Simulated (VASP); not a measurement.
# SnO (P4/nmm) in VASP: a series of runs

SnO is run at these levels: LDA; tasks: electric field gradients.

All numbers are computed with VASP 6.6.1; they aren't measurements. Logs are shortened: lines on timing, memory, paths and dates and some standing lists are left out, and cuts for length are marked.

## 1. The cell of the first run

The structure is tetragonal, space group P4/nmm (No. 129). Conventional cell: a = 3.764 Å, b = 3.764 Å, c = 4.836 Å, α = 90.00°, β = 90.00°, γ = 90.00°. Sn (site symmetry 4mm) has 4 O at 2.21 Å within 2.9 Å. O (site symmetry -4m2) has 4 Sn at 2.21 Å and 4 O at 2.66 Å within 2.9 Å.

## 2. Electric field gradients, LDA (equal xx and yy strain of -1 %)

Contents of INCAR:

```
SYSTEM = SnO
  PREC = Accurate
  ENCUT = 520
  EDIFF = 1E-8
  ISMEAR = -1
  SIGMA = 0.02
  LREAL = .FALSE.
  LASPH = .TRUE.
  NELM = 100
  ALGO = Normal
  ISIF = 2
  LWAVE = .FALSE.
  LCHARG = .FALSE.
  LEFG = .TRUE.
  NBANDS = 28
```

Contents of KPOINTS:

```
Automatic mesh
0
G
  6 6 5
  0 0 0
```

Contents of POSCAR:

```
SnO
1.0
    3.7639800000      0.0000000000      0.0000000000
    0.0000000000      3.7639800000      0.0000000000
    0.0000000000      0.0000000000      4.8360000000
Sn O
2 2
Direct
    0.0000000000      0.5000000000      0.2385000000
    0.5000000000      0.0000000000      0.7615000000
    0.0000000000      0.0000000000      0.0000000000
    0.5000000000      0.5000000000      0.0000000000
```

Potentials or basis: VASP PAW LDA potentials, release 64 (Sn_d, O).

Started as:

```bash
$ cat potpaw_LDA.64/Sn_d/POTCAR potpaw_LDA.64/O/POTCAR > POTCAR
$ mpirun -np 1 vasp_std > vasp.out
```

OUTCAR:

```text
SYSTEM = SnO
   PREC = Accurate
   ENCUT = 520
   EDIFF = 1E-8
   ISMEAR = -1
   LREAL = .FALSE.
   LASPH = .TRUE.
   NELM = 100
   ISIF = 2

 ion  position               nearest neighbor table
   1  0.000  0.500  0.239-   3 2.21   4 2.21   3 2.21   4 2.21   2 3.52   2 3.52   2 3.52   2 3.52
                             2 3.67   2 3.67   2 3.67   2 3.67
   2  0.500  0.000  0.761-   3 2.21   4 2.21   4 2.21   3 2.21   1 3.52   1 3.52   1 3.52   1 3.52
                             1 3.67   1 3.67   1 3.67   1 3.67
   3  0.000  0.000  0.000-   1 2.21   2 2.21   1 2.21   2 2.21
   4  0.500  0.500  0.000-   1 2.21   2 2.21   2 2.21   1 2.21

  LATTYP: Found a simple tetragonal cell.
 ALAT       =     3.7639800000
 C/A-ratio  =     1.2848102275

  Lattice vectors:

 A1 = (   3.7639800000,   0.0000000000,   0.0000000000)
 A2 = (   0.0000000000,   3.7639800000,   0.0000000000)
 A3 = (   0.0000000000,   0.0000000000,   4.8360000000)

Analysis of symmetry for initial positions (statically):
=====================================================================
 Subroutine PRICEL returns:
 Original cell was already a primitive cell.

 Routine SETGRP: Setting up the symmetry group for a
 simple tetragonal supercell.

 Subroutine GETGRP returns: Found 16 space group operations
 (whereof  8 operations were pure point group operations)
 out of a pool of 16 trial point group operations.

The static configuration has the point symmetry D_2d.
 The point group associated with its full space group is D_4h.

Analysis of symmetry for dynamics (positions and initial velocities):
=====================================================================
 Subroutine PRICEL returns:
 Original cell was already a primitive cell.

 Routine SETGRP: Setting up the symmetry group for a
 simple tetragonal supercell.

 Subroutine GETGRP returns: Found 16 space group operations
 (whereof  8 operations were pure point group operations)
 out of a pool of 16 trial point group operations.

The dynamic configuration has the point symmetry D_2d.
 The point group associated with its full space group is D_4h.

 Subroutine INISYM returns: Found 16 space group operations
 (whereof  8 operations are pure point group operations),
 and found     1 'primitive' translations

----------------------------------------------------------------------------------------

                                     Primitive cell

  volume of cell :      68.5142

  direct lattice vectors                    reciprocal lattice vectors
     3.763980000  0.000000000  0.000000000     0.265676226  0.000000000  0.000000000
     0.000000000  3.763980000  0.000000000     0.000000000  0.265676226  0.000000000
     0.000000000  0.000000000  4.836000000     0.000000000  0.000000000  0.206782465

  length of vectors
     3.763980000  3.763980000  4.836000000     0.265676226  0.265676226  0.206782465

  position of ions in fractional coordinates (direct lattice)
     0.000000000  0.500000000  0.238500000
     0.500000000  0.000000000  0.761500000
     0.000000000  0.000000000  0.000000000
     0.500000000  0.500000000  0.000000000

  ion indices of the primitive-cell ions
   primitive index   ion index
                 1           1
                 2           2
                 3           3
                 4           4

----------------------------------------------------------------------------------------

 KPOINTS: Automatic mesh

Automatic generation of k-mesh.
 Grid dimensions read from file:
 generate k-points for:    6    6    5

 Generating k-lattice:

  Cartesian coordinates                     Fractional coordinates (reciprocal lattice)
     0.044279371  0.000000000  0.000000000     0.166666667  0.000000000  0.000000000
     0.000000000  0.044279371  0.000000000     0.000000000  0.166666667  0.000000000
     0.000000000  0.000000000  0.041356493     0.000000000  0.000000000  0.200000000

  Length of vectors
     0.044279371  0.044279371  0.041356493

  Shift w.r.t. Gamma in fractional coordinates (k-lattice)
     0.000000000  0.000000000  0.000000000
[... 41 lines left out ...]
 SYSTEM =  SnO
   PREC   = accura    normal or accurate (medium, high low for compatibility)
   ISTART =      0    job   : 0-new  1-cont  2-samecut
   ICHARG =      2    charge: 1-file 2-atom 10-const
   ISPIN  =      1    spin polarized calculation?
   LNONCOLLINEAR =      F non collinear calculations
   LSORBIT =      F    spin-orbit coupling
   LASPH  =      T    aspherical Exc in radial PAW
   ENCUT  =  520.0 eV  38.22 Ry    6.18 a.u.   7.00  7.00  8.99*2*pi/ulx,y,z
   NELM   =    100;   NELMIN=  2; NELMDL= -5     # of ELM steps
   EDIFF  = 0.1E-07   stopping-criterion for ELM
   LREAL  =      F    real-space projection
   EDIFFG = 0.1E-06   stopping-criterion for IOM
   NSW    =      0    number of steps for IOM
   IBRION =     -1    ionic relax: 0-MD 1-quasi-New 2-CG
   NFREE  =      0    steps in history (QN), initial steepest desc. (CG)
   ISIF   =      2    stress and relaxation
   ISYM   =      2    0-nonsym 1-usesym 2-fastsym
   POTIM  = 0.5000    time-step for ionic-motion
   TEBEG  =    0.0;   TEEND  =   0.0 temperature during run
   PSTRESS=    0.0 pullay stress
   NELECT =      40.0000    total number of electrons
   NUPDOWN=      -1.0000    fix difference up-down
   EMIN   =  10.00;   EMAX   =-10.00  energy-range for DOS
   EFERMI =   0.00;   METHOD = LEGACY
   ISMEAR =    -1;   SIGMA  =   0.02  broadening in eV -4-tet -1-fermi 0-gaus
   EFERMI_NEDOS =   21; number of points for ismear=-14 and -15
   IALGO  =     38    algorithm
   IMIX   =      4    mixing-type and parameters
     AMIX     =   0.40;   BMIX     =  1.00
     AMIX_MAG =   1.60;   BMIX_MAG =  1.00
  volume/ion in A,a.u.               =      17.13       115.59
  Fermi-wavevector in a.u.,A,eV,Ry     =   1.368258  2.585632 25.471858  1.872129
  Thomas-Fermi vector in A             =   2.494238
   LORBIT       =      0    0 simple, 1 ext, 2 COOP (PROOUT), +10 PAW based schemes
   GGA     = CA    functional components
   LHFCALC =     F    Hartree Fock is set to
   AEXX    =    0.0000 exact exchange contribution
   IVDW    =     0    specifies the selected vdW correction
   LEPSILON=     F    determine dielectric tensor
   LRPA    =     F    only Hartree local field effects (RPA)
 non-spin polarized calculation
  energy-cutoff  :      520.00
  volume of cell :       68.51
 maximum number of plane-waves:      1862
 NGX is ok and might be reduce to    28
   NGX = 13   NGY = 13   NGZ = 17

 number of electron      40.0000010 magnetization

 Free energy of the ion-electron system (eV)
  ---------------------------------------------------
  ext. energy  EPLUGINS =         0.00000000
  ---------------------------------------------------
  free energy    TOTEN  =       -25.71979909 eV

  energy without entropy =      -25.71917037  energy(sigma->0) =      -25.71948473

 E-fermi :   7.1755     XC(G=0): -10.7769

 val. band max:        7.1745290472   @ k =   0.5000   0.5000   0.0000
 cond. band min:       7.2011977538   @ k =   0.0000   0.0000   0.0000
 fundamental gap:      0.0266687066
 Fermi energy:         7.1755318936

 k-point     1 :       0.0000    0.0000    0.0000
  band No.  band energies     occupation
      1     -14.8057      2.00000
      2     -14.3422      2.00000
      3     -14.3422      2.00000
      4     -14.3406      2.00000
      5     -14.2794      2.00000
      6     -14.2792      2.00000
[... 733 lines left out ...]
     27      16.2094      0.00000
     28      16.2094      0.00000

 [... further k-points ...]

------------------------ aborting loop because EDIFF is reached ----------------------------------------

  FORCE on cell =-STRESS in cart. coord.  units (eV):
  Direction    XX          YY          ZZ          XY          YZ          ZX
  --------------------------------------------------------------------------------------
  -------------------------------------------------------------------------------------
  Total       -0.0655517     -0.0655517     -0.4751077      0.0000000      0.0000000      0.0000000
  in kB       -1.5328997     -1.5328997    -11.1101966      0.0000000      0.0000000      0.0000000
  external PRESSURE =      -4.7253320 kB  Pullay stress =       0.0000000 kB

 VOLUME and BASIS-vectors are now :
 -----------------------------------------------------------------------------
  energy-cutoff  :      520.00
  volume of cell :       68.51
      direct lattice vectors                 reciprocal lattice vectors
     3.763980000  0.000000000  0.000000000     0.265676226  0.000000000  0.000000000
     0.000000000  3.763980000  0.000000000     0.000000000  0.265676226  0.000000000
     0.000000000  0.000000000  4.836000000     0.000000000  0.000000000  0.206782465

 POSITION                                       TOTAL-FORCE (eV/Angst)
 -----------------------------------------------------------------------------------
      0.00000      1.88199      1.15339         0.000000      0.000000      0.109716
      1.88199      0.00000      3.68261        -0.000000      0.000000     -0.109716
      0.00000      0.00000      0.00000         0.000000     -0.000000      0.000000
      1.88199      1.88199      0.00000        -0.000000      0.000000      0.000000
 -----------------------------------------------------------------------------------
    total drift:                                0.000000      0.000000      0.000000

  FREE ENERGIE OF THE ION-ELECTRON SYSTEM (eV)
  ---------------------------------------------------
  free  energy   TOTEN  =       -25.7197990851 eV

  energy  without entropy=      -25.7191703711  energy(sigma->0) =      -25.71948473

 Electric field gradients (V/A^2)
---------------------------------------------------------------------
 ion       V_xx      V_yy      V_zz      V_xy      V_xz      V_yz
---------------------------------------------------------------------
   1      84.961    84.961  -169.921    -0.000     0.000     0.000
   2      84.961    84.961  -169.921     0.000     0.000     0.000
   3      -2.635    -2.635     5.270    -0.000    -0.000     0.000
   4      -2.635    -2.635     5.270    -0.000    -0.000    -0.000
---------------------------------------------------------------------

 Electric field gradients after diagonalization (V/A^2)
 (convention: |V_zz| > |V_xx| > |V_yy|)
----------------------------------------------------------------------
 ion       V_xx      V_yy      V_zz     asymmetry (V_yy - V_xx)/ V_zz
----------------------------------------------------------------------
   1      84.961    84.961  -169.921       0.000
   2      84.961    84.961  -169.921       0.000
   3      -2.635    -2.635     5.270       0.000
   4      -2.635    -2.635     5.270       0.000
----------------------------------------------------------------------

           NMR quadrupolar parameters

 Cq : quadrupolar parameter    Cq=e*Q*V_zz/h
 eta: asymmetry parameters     (V_yy - V_xx)/ V_zz
 Q  : nuclear electric quadrupole moment in mb (millibarn)
----------------------------------------------------------------------
 ion       Cq(MHz)       eta       Q (mb)
----------------------------------------------------------------------
   1      -0.411       0.000       1.000
   2      -0.411       0.000       1.000
   3       0.013       0.000       1.000
   4       0.013       0.000       1.000
----------------------------------------------------------------------
```

It took 37 s on 1 thread of AMD EPYC 7R13 (Zen 3), shared host; peak memory 0.14 GiB.

What came out:

```yaml
Free_energy: -25.7198 eV
Pressure: -0.5 GPa
Largest_force: 0.110 eV/Å
Band_gap_on_the_k_mesh: zero (band 20 reaches 7.20 eV, above the bottom of band 21 at 7.17 eV)
```

Forces on the atoms (eV/Å):
```
Sn   0.000  0.000  0.110
Sn   0.000  0.000 -0.110
O    0.000  0.000  0.000
O    0.000  0.000  0.000
```

Stress tensor (GPa, compression positive):
```
-0.15  0.00  0.00
 0.00 -0.15  0.00
 0.00  0.00 -1.11
```

Electric field gradients, principal values (V/Å²):
```tsv
atom	least	middle	greatest (by size)
1 Sn	84.961	84.961	-169.921
2 Sn	84.961	84.961	-169.921
3 O	-2.635	-2.635	5.270
4 O	-2.635	-2.635	5.270
```

Caveat: the cell differs from its parent crystal (equal xx and yy strain of -1 %); without QUAD_EFG the Cq values of the log hold for a quadrupole moment of 1 mb, not for the nuclei; spin-orbit coupling is left out, which moves the levels of the heavy elements.

## 3. Electric field gradients, LDA (equal xx and yy strain of -1 %)

Contents of INCAR:

```
ALGO = Normal
EDIFF = 1E-8
ENCUT = 520
GGA = CA
ISIF = 2
ISMEAR = -1
LASPH = T
LCHARG = F
LEFG = T
LREAL = F
LWAVE = F
NBANDS = 28
NELM = 60
PREC = Accurate
SIGMA = 0.02
```

Contents of KPOINTS:

```
k-points
0
Gamma
  6 6 5
```

POSCAR is that of step 2.

Potentials or basis: VASP PAW LDA potentials, release 64 (Sn_d, O).

Started as:

```bash
$ cat potpaw_LDA.64/Sn_d/POTCAR potpaw_LDA.64/O/POTCAR > POTCAR
$ mpirun -np 1 vasp_std > vasp.out
```

OUTCAR:

```text
EDIFF = 1E-8
   ENCUT = 520
   GGA = CA
   ISIF = 2
   ISMEAR = -1
   LASPH = T
   LREAL = F
   NELM = 60
   PREC = Accurate

 ion  position               nearest neighbor table
   1  0.000  0.500  0.239-   3 2.21   4 2.21   3 2.21   4 2.21   2 3.52   2 3.52   2 3.52   2 3.52
                             2 3.67   2 3.67   2 3.67   2 3.67
   2  0.500  0.000  0.761-   3 2.21   4 2.21   4 2.21   3 2.21   1 3.52   1 3.52   1 3.52   1 3.52
                             1 3.67   1 3.67   1 3.67   1 3.67
   3  0.000  0.000  0.000-   1 2.21   2 2.21   1 2.21   2 2.21
   4  0.500  0.500  0.000-   1 2.21   2 2.21   2 2.21   1 2.21

  LATTYP: Found a simple tetragonal cell.
 ALAT       =     3.7639800000
 C/A-ratio  =     1.2848102275

  Lattice vectors:

 A1 = (   3.7639800000,   0.0000000000,   0.0000000000)
 A2 = (   0.0000000000,   3.7639800000,   0.0000000000)
 A3 = (   0.0000000000,   0.0000000000,   4.8360000000)

Analysis of symmetry for initial positions (statically):
=====================================================================
 Subroutine PRICEL returns:
 Original cell was already a primitive cell.

 Routine SETGRP: Setting up the symmetry group for a
 simple tetragonal supercell.
[... 949 lines left out ...]
      0.00000      0.00000      0.00000         0.000000     -0.000000      0.000000
      1.88199      1.88199      0.00000        -0.000000      0.000000      0.000000
 -----------------------------------------------------------------------------------
    total drift:                                0.000000      0.000000      0.000000

  FREE ENERGIE OF THE ION-ELECTRON SYSTEM (eV)
  ---------------------------------------------------
  free  energy   TOTEN  =       -25.7197990851 eV

  energy  without entropy=      -25.7191703711  energy(sigma->0) =      -25.71948473

 Electric field gradients (V/A^2)
---------------------------------------------------------------------
 ion       V_xx      V_yy      V_zz      V_xy      V_xz      V_yz
---------------------------------------------------------------------
   1      84.961    84.961  -169.921    -0.000     0.000     0.000
   2      84.961    84.961  -169.921     0.000     0.000     0.000
   3      -2.635    -2.635     5.270    -0.000    -0.000     0.000
   4      -2.635    -2.635     5.270    -0.000    -0.000    -0.000
---------------------------------------------------------------------

 Electric field gradients after diagonalization (V/A^2)
 (convention: |V_zz| > |V_xx| > |V_yy|)
----------------------------------------------------------------------
 ion       V_xx      V_yy      V_zz     asymmetry (V_yy - V_xx)/ V_zz
----------------------------------------------------------------------
   1      84.961    84.961  -169.921       0.000
   2      84.961    84.961  -169.921       0.000
   3      -2.635    -2.635     5.270       0.000
   4      -2.635    -2.635     5.270       0.000
----------------------------------------------------------------------

           NMR quadrupolar parameters

 Cq : quadrupolar parameter    Cq=e*Q*V_zz/h
 eta: asymmetry parameters     (V_yy - V_xx)/ V_zz
 Q  : nuclear electric quadrupole moment in mb (millibarn)
----------------------------------------------------------------------
 ion       Cq(MHz)       eta       Q (mb)
----------------------------------------------------------------------
   1      -0.411       0.000       1.000
   2      -0.411       0.000       1.000
   3       0.013       0.000       1.000
   4       0.013       0.000       1.000
----------------------------------------------------------------------
```

OSZICAR:

```text
N       E                     dE             d eps       ncg     rms          rms(c)
DAV:   1     0.421495466595E+03    0.42150E+03   -0.19990E+04  1752   0.221E+03
DAV:   2     0.354815659209E+02   -0.38601E+03   -0.37057E+03  1744   0.556E+02
DAV:   3    -0.262643339146E+02   -0.61746E+02   -0.60648E+02  1912   0.182E+02
DAV:   4    -0.292425079088E+02   -0.29782E+01   -0.29615E+01  1968   0.428E+01
DAV:   5    -0.293128745192E+02   -0.70367E-01   -0.70358E-01  1796   0.717E+00    0.114E+01
DAV:   6    -0.258264239130E+02    0.34865E+01   -0.15546E+01  2708   0.450E+01    0.503E+00
DAV:   7    -0.257736854950E+02    0.52738E-01   -0.19175E+00  1996   0.861E+00    0.243E+00
DAV:   8    -0.257330379607E+02    0.40648E-01   -0.31538E-01  2140   0.369E+00    0.778E-01
DAV:   9    -0.257194888394E+02    0.13549E-01   -0.43607E-02  2636   0.229E+00    0.215E-01
DAV:  10    -0.257201856110E+02   -0.69677E-03   -0.68275E-03  2440   0.746E-01    0.144E-01
DAV:  11    -0.257197869762E+02    0.39863E-03   -0.12826E-03  2572   0.350E-01    0.305E-02
DAV:  12    -0.257198045207E+02   -0.17544E-04   -0.33619E-04  2020   0.106E-01    0.261E-02
DAV:  13    -0.257197992554E+02    0.52653E-05   -0.22278E-05  2192   0.464E-02    0.687E-03
DAV:  14    -0.257197993561E+02   -0.10074E-06   -0.12170E-06  1996   0.854E-03    0.405E-03
DAV:  15    -0.257197991052E+02    0.25089E-06   -0.18401E-06  2232   0.115E-02    0.169E-03
DAV:  16    -0.257197990861E+02    0.19132E-07   -0.19209E-07  2096   0.318E-03    0.628E-04
DAV:  17    -0.257197990851E+02    0.98134E-09   -0.11423E-08   956   0.718E-04
   1 F= -.25719799E+02 E0= -.25719485E+02  d E =-.628714E-03
```

Run time: 40 s. Hardware: 1 thread of AMD EPYC 7R13 (Zen 3), shared host; peak memory 0.14 GiB.

Results:

```yaml
Free_energy: -25.7198 eV
Pressure: -0.5 GPa
Largest_force: 0.110 eV/Å
Band_gap_on_the_k_mesh: zero (band 20 reaches 7.20 eV, above the bottom of band 21 at 7.17 eV)
```

Forces in eV/Å, atoms in the order of the input:
```
Sn   0.000  0.000  0.110
Sn   0.000  0.000 -0.110
O    0.000  0.000  0.000
O    0.000  0.000  0.000
```

Stress tensor (GPa, compression positive):
```
-0.15  0.00  0.00
 0.00 -0.15  0.00
 0.00  0.00 -1.11
```

Levels at points of the mesh, in eV from the Fermi level:
```tsv
k point	band 17	band 18	band 19	band 20	band 21	band 22	band 23	band 24
(0.00, 0.00, 0.00)	-3.63	-3.27	-3.27	0.03	2.14	4.18	4.70	4.70
(0.50, 0.00, 0.00)	-5.03	-5.03	-2.83	-2.83	3.13	3.13	5.93	5.93
(0.50, 0.50, 0.00)	-2.59	-2.59	-1.94	-1.94	0.00	0.00	4.31	4.31
```

Electric field gradients, principal values (V/Å²):
| atom | least | middle | greatest (by size) |
| --- | --- | --- | --- |
| 1 Sn | 84.961 | 84.961 | -169.921 |
| 2 Sn | 84.961 | 84.961 | -169.921 |
| 3 O | -2.635 | -2.635 | 5.270 |
| 4 O | -2.635 | -2.635 | 5.270 |

Caveat: the cell differs from its parent crystal (equal xx and yy strain of -1 %); without QUAD_EFG the Cq values of the log hold for a quadrupole moment of 1 mb, not for the nuclei; spin-orbit coupling is left out, which moves the levels of the heavy elements.
